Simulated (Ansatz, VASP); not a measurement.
Se in VASP and in Ansatz

```
CELL_PARAMETERS angstrom
7.17809 0.00000 0.00000
-3.58904 6.21640 0.00000
0.00000 0.00000 3.27130
ATOMIC_POSITIONS crystal
Se 0.81000 0.19000 0.50000
Se 0.81000 0.62000 0.50000
Se 0.38000 0.19000 0.50000
Se 0.19000 0.81000 0.50000
Se 0.19000 0.38000 0.50000
Se 0.62000 0.81000 0.50000
Se 0.33333 0.66667 0.00000
Se 0.66667 0.33333 0.00000
```

Alike in both runs: task single point; functional PBE; k mesh 3 × 3 × 6; occupations gaussian, width 0.1 eV; no spin polarisation.

```csv
,VASP,Ansatz
version,VASP 6.6.1,Ansatz 0.2.0
potentials or method,"VASP PAW PBE potentials, release 64 (Se), cutoff 520 eV","scalar-relativistic, plane waves, PAW"
valence electrons in the cell,48,128
```

Ansatz gave:

| Quantity | Value |
| --- | --- |
| gap on the k mesh at the Fermi level (eV) | none |
| rms of the force components (eV/Å) | 0.838 |

Q: Estimate VASP's values.

A: gap on the k mesh at the Fermi level (eV): none; rms of the force components (eV/Å): 0.849.

Atom by atom the forces differ by 0.011 eV/Å (rms over components). A gap of «none» marks a metal or a gap that the smearing closes. VASP's potentials hold 48 valence electrons a cell and Ansatz's 128, so a difference there can come from the potentials and not from the codes.
